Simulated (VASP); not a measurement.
Crystal: NaCl.

```
Na Cl
1.0
     0.00000    3.08727    3.08727
     3.08727    0.00000    3.08727
     3.08727    3.08727    0.00000
Na Cl
1 1
Direct
  0.00000 0.00000 0.00000
  0.25000 0.25000 0.25000
```

Base run:

| Quantity | Value |
| --- | --- |
| Program | VASP 6.6.1 |
| Functional | PBEsol |
| Potentials or basis | VASP PAW PBE potentials, release 64 (Na_pv, Cl) |
| Cutoff | 520 eV |
| k mesh | 6 × 6 × 6 |
| Occupations | gaussian, width 0.01 eV |
| Spin | no spin polarisation |

Its results: band gap on the k mesh 4.84 eV; pressure 0.1 GPa.

Problem. The run is repeated on the same cell with these changes: functional from PBEsol to PBE-based screened hybrid with 75 % exact exchange; k mesh from 6 × 6 × 6 to 4 × 4 × 4. What comes out?

Solution. Band gap on the k mesh 7.01 eV; pressure 0.0 GPa.

Several settings changed at once.

Caveats: some runs use coarse meshes; the structure was generated, so it needn't be the stable form of NaCl; the PAW data sets were made with another functional, which shifts forces and pressure a little.

